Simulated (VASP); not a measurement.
# NiGe (Pmc2_1) in VASP: single point with PBE

Aim: the single point of NiGe with PBE.

All numbers are computed with VASP 6.6.1; they aren't measurements. Logs are shortened: lines on timing, memory, paths and dates and some standing lists are left out, and cuts for length are marked.

## 1. The cell of the first run

It takes space group Pmc2_1 (No. 26, orthorhombic). Conventional cell: a = 3.481 Å, b = 5.846 Å, c = 5.397 Å, α = 90.00°, β = 90.00°, γ = 90.00°. Within 3.2 Å of Ni (site symmetry m) lie 6 Ge at 2.40 to 2.49 Å and 4 Ni at 2.79 to 2.82 Å. Ni (site symmetry m) has 6 Ge at 2.28 to 2.57 Å and 4 Ni at 2.79 to 2.82 Å within 3.0 Å. Within 3.1 Å of Ge (site symmetry m) lie 6 Ni at 2.37 to 2.54 Å and 2 Ge at 2.87 Å. Within 3.0 Å of Ge (site symmetry m) lie 6 Ni at 2.28 to 2.57 Å and 2 Ge at 2.87 Å.

## 2. Single point, PBE (all Ni atoms moved -0.100 Å, as atom 1 along Cartesian [1 0 0])

Contents of INCAR:

```
SYSTEM = NiGe
  PREC = Accurate
  ENCUT = 520
  EDIFF = 1E-6
  ISMEAR = 0
  SIGMA = 0.15
  LREAL = .FALSE.
  LASPH = .TRUE.
  NELM = 80
  ALGO = Fast
  ISIF = 2
  LWAVE = .FALSE.
  LCHARG = .FALSE.
  GGA = PE
  NBANDS = 58
```

Contents of KPOINTS:

```
regular mesh
0
G
  8 12 8
  0 0 0
```

Contents of POSCAR:

```
NiGe
1.0
    5.3966575280      0.0000000000      0.0000000000
    0.0000000000      3.4808800805      0.0000000000
    0.0000000000      0.0000000000      5.8460821463
Ni Ge
4 4
Direct
    0.9757532307      0.7500000000      0.1901826734
   -0.0128132069      0.2500000000      0.8098173266
    0.4871867931      0.2500000000      0.6901826734
    0.4757532307      0.7500000000      0.3098173266
    0.8103268991      0.7500000000      0.5874320982
    0.1896731009      0.2500000000      0.4125679018
    0.6896731009      0.2500000000      0.0874320982
    0.3103268991      0.7500000000      0.9125679018
```

Potentials or basis: VASP PAW PBE potentials, release 64 (Ni, Ge_d).

On the command line:

```console
$ cat potpaw_PBE.64/Ni/POTCAR potpaw_PBE.64/Ge_d/POTCAR > POTCAR
$ mpirun -np 1 vasp_std > vasp.out
```

OUTCAR:

```text
SYSTEM = NiGe
   PREC = Accurate
   ENCUT = 520
   EDIFF = 1E-6
   ISMEAR = 0
   LREAL = .FALSE.
   LASPH = .TRUE.
   NELM = 80
   ISIF = 2
   GGA = PE

 ion  position               nearest neighbor table
   1  0.976  0.750  0.190-   7 2.40   7 2.40   8 2.43   6 2.46   6 2.46   5 2.49   4 2.79   4 2.79
                             2 2.82   2 2.82
   2  0.987  0.250  0.810-   7 2.28   5 2.37   5 2.37   8 2.54   8 2.54   6 2.57   3 2.79   3 2.79
                             1 2.82   1 2.82
   3  0.487  0.250  0.690-   6 2.28   8 2.37   8 2.37   5 2.54   5 2.54   7 2.57   2 2.79   2 2.79
                             4 2.82   4 2.82
   4  0.476  0.750  0.310-   6 2.40   6 2.40   5 2.43   7 2.46   7 2.46   8 2.49   1 2.79   1 2.79
                             3 2.82   3 2.82
   5  0.810  0.750  0.587-   2 2.37   2 2.37   4 2.43   1 2.49   3 2.54   3 2.54   6 2.87   6 2.87

   6  0.190  0.250  0.413-   3 2.28   4 2.40   4 2.40   1 2.46   1 2.46   2 2.57   5 2.87   5 2.87

   7  0.690  0.250  0.087-   2 2.28   1 2.40   1 2.40   4 2.46   4 2.46   3 2.57   8 2.87   8 2.87

   8  0.310  0.750  0.913-   3 2.37   3 2.37   1 2.43   4 2.49   2 2.54   2 2.54   7 2.87   7 2.87

  LATTYP: Found a simple orthorhombic cell.
 ALAT       =     3.4808800805
 B/A-ratio  =     1.5503715736
 C/A-ratio  =     1.6794839268

  Lattice vectors:

 A1 = (   0.0000000000,  -3.4808800805,   0.0000000000)
 A2 = (   5.3966575280,   0.0000000000,   0.0000000000)
 A3 = (   0.0000000000,   0.0000000000,   5.8460821463)

Analysis of symmetry for initial positions (statically):
=====================================================================
 Subroutine PRICEL returns:
 Original cell was already a primitive cell.

 Routine SETGRP: Setting up the symmetry group for a
 simple orthorhombic supercell.

 Subroutine GETGRP returns: Found  4 space group operations
 (whereof  1 operations were pure point group operations)
 out of a pool of  8 trial point group operations.

The static configuration has the point symmetry C_1 .
 The point group associated with its full space group is C_2v.

Analysis of symmetry for dynamics (positions and initial velocities):
=====================================================================
 Subroutine PRICEL returns:
 Original cell was already a primitive cell.

 Routine SETGRP: Setting up the symmetry group for a
 simple orthorhombic supercell.

 Subroutine GETGRP returns: Found  4 space group operations
 (whereof  1 operations were pure point group operations)
 out of a pool of  8 trial point group operations.

The dynamic configuration has the point symmetry C_1 .
 The point group associated with its full space group is C_2v.

[... 115 lines left out ...]
   NFREE  =      0    steps in history (QN), initial steepest desc. (CG)
   ISIF   =      2    stress and relaxation
   ISYM   =      2    0-nonsym 1-usesym 2-fastsym
   POTIM  = 0.5000    time-step for ionic-motion
   TEBEG  =    0.0;   TEEND  =   0.0 temperature during run
   PSTRESS=    0.0 pullay stress
   NELECT =      96.0000    total number of electrons
   NUPDOWN=      -1.0000    fix difference up-down
   EMIN   =  10.00;   EMAX   =-10.00  energy-range for DOS
   EFERMI =   0.00;   METHOD = LEGACY
   ISMEAR =     0;   SIGMA  =   0.15  broadening in eV -4-tet -1-fermi 0-gaus
   EFERMI_NEDOS =   21; number of points for ismear=-14 and -15
   IALGO  =     68    algorithm
   IMIX   =      4    mixing-type and parameters
     AMIX     =   0.40;   BMIX     =  1.00
     AMIX_MAG =   1.60;   BMIX_MAG =  1.00
  volume/ion in A,a.u.               =      13.73        92.64
  Fermi-wavevector in a.u.,A,eV,Ry     =   1.565329  2.958043 33.337741  2.450255
  Thomas-Fermi vector in A             =   2.667821
   LORBIT       =      0    0 simple, 1 ext, 2 COOP (PROOUT), +10 PAW based schemes
   GGA     = PE    functional components
   LHFCALC =     F    Hartree Fock is set to
   AEXX    =    0.0000 exact exchange contribution
   IVDW    =     0    specifies the selected vdW correction
   LEPSILON=     F    determine dielectric tensor
   LRPA    =     F    only Hartree local field effects (RPA)
 non-spin polarized calculation
 RMM-DIIS sequential band-by-band and
 Gauss-broadening in eV      SIGMA  =   0.15
  energy-cutoff  :      520.00
  volume of cell :      109.82
 maximum number of plane-waves:      2984
   NGX = 21   NGY = 13   NGZ = 21

 number of electron      95.9999940 magnetization

 Free energy of the ion-electron system (eV)
  ---------------------------------------------------
  ext. energy  EPLUGINS =         0.00000000
  ---------------------------------------------------
  free energy    TOTEN  =       -42.29620238 eV

  energy without entropy =      -42.26769466  energy(sigma->0) =      -42.28194852

 E-fermi :   8.6100     XC(G=0): -12.3985

 val. band max:        8.6058282098   @ k =   0.2500   0.0000   0.0000
 cond. band min:       8.6179416987   @ k =   0.1250   0.2500   0.2500
 fundamental gap:      0.0121134890
 Fermi energy:         8.6100429475

 k-point     1 :       0.0000    0.0000    0.0000
  band No.  band energies     occupation
      1     -16.0746      2.00000
      2     -16.0630      2.00000
      3     -16.0562      2.00000
      4     -16.0524      2.00000
      5     -16.0375      2.00000
      6     -16.0207      2.00000
[... 1453 lines left out ...]
     57      14.7612      0.00000
     58      15.7041      0.00000

 [... further k-points ...]
[... 5 lines left out ...]
  --------------------------------------------------------------------------------------
  -------------------------------------------------------------------------------------
  Total        0.4854914      0.6571387      0.6712158      0.0000000      0.0000000      0.0000000
  in kB        7.0829351      9.5871345      9.7925077      0.0000000      0.0000000      0.0000000
  external PRESSURE =       8.8208591 kB  Pullay stress =       0.0000000 kB

 VOLUME and BASIS-vectors are now :
 -----------------------------------------------------------------------------
  energy-cutoff  :      520.00
  volume of cell :      109.82
      direct lattice vectors                 reciprocal lattice vectors
     5.396657528  0.000000000  0.000000000     0.185299881  0.000000000  0.000000000
     0.000000000  3.480880080  0.000000000     0.000000000  0.287283669  0.000000000
     0.000000000  0.000000000  5.846082146     0.000000000  0.000000000  0.171054729

 POSITION                                       TOTAL-FORCE (eV/Angst)
 -----------------------------------------------------------------------------------
      5.26581      2.61066      1.11182         0.606103     -0.000000     -0.011826
      5.32751      0.87022      4.73426         0.653883     -0.000000     -0.121785
      2.62918      0.87022      4.03486         0.653883      0.000000      0.121785
      2.56748      2.61066      1.81122         0.606103     -0.000000      0.011826
      4.37306      2.61066      3.43418        -0.583869     -0.000000     -0.236722
      1.02360      0.87022      2.41191        -0.676117     -0.000000     -0.292699
      3.72193      0.87022      0.51114        -0.676117     -0.000000      0.292699
      1.67473      2.61066      5.33495        -0.583869     -0.000000      0.236722
 -----------------------------------------------------------------------------------
    total drift:                               -0.000336     -0.000000      0.000003

  FREE ENERGIE OF THE ION-ELECTRON SYSTEM (eV)
  ---------------------------------------------------
  free  energy   TOTEN  =       -42.2962023838 eV

  energy  without entropy=      -42.2676946632  energy(sigma->0) =      -42.28194852
```

It took 31 min on 1 thread of Oxide Virtual Turin-like, shared host; peak memory 0.8 GiB.

Results:

| Item | Value |
| --- | --- |
| Free energy | -42.2962 eV |
| Pressure | 0.9 GPa |
| Largest force | 0.737 eV/Å |
| Band gap on the k mesh | zero (bands 48 and 49 overlap by 1.77 eV) |

Forces on the atoms (eV/Å):
```
Ni   0.606  0.000 -0.012
Ni   0.654  0.000 -0.122
Ni   0.654  0.000  0.122
Ni   0.606  0.000  0.012
Ge  -0.584  0.000 -0.237
Ge  -0.676  0.000 -0.293
Ge  -0.676  0.000  0.293
Ge  -0.584  0.000  0.237
```

Caveat: the cell differs from its parent crystal (all Ni atoms moved -0.100 Å, as atom 1 along Cartesian [1 0 0]).
